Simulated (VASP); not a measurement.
Ni, 4 atoms in the cell. The structure is orthorhombic, space group Cmce (No. 64). Conventional cell: a = 2.764 Å, b = 8.769 Å, c = 3.658 Å, α = 90.00°, β = 90.00°, γ = 90.00°. Within 2.4 Å of Ni (site symmetry m) lie 3 Ni at 1.81 to 1.84 Å. 

| Property | Result |
| --- | --- |
| Program | VASP 6.6.1 |
| Task | single point |
| Functional | r2SCAN |
| Potentials or basis | VASP PAW PBE potentials, release 64 (Ni) |
| Cutoff | 520 eV |
| k mesh | 6 × 6 × 6 |
| Occupations | gaussian, width 0.1 eV |
| Spin | collinear spin, ferromagnetic start |
| Starting moments | [2.0, 2.0, 2.0, 2.0] μB |
| Dipole correction | no |
| Further INCAR settings | ALGO = Normal; EDIFF = 1e-06; NBANDS = 32 |

Potentials or basis: VASP PAW PBE potentials, release 64 (Ni).

Run with:

```sh
$ cat potpaw_PBE.64/Ni/POTCAR > POTCAR
$ cp INCAR.step1 INCAR
$ mpirun -np 1 vasp_std > vasp.out
$ cp INCAR.step2 INCAR
$ mpirun -np 1 vasp_std > vasp.out
```

Hardware: 1 thread of Oxide Virtual Turin-like Processor, with other jobs on the host.

Question: Estimate the wall time of this run.

Answer: Run time: 12 min on 1 thread of Oxide Virtual Turin-like Processor, with other jobs on the host, peak memory 0.25 GiB. Counts: k points 52.
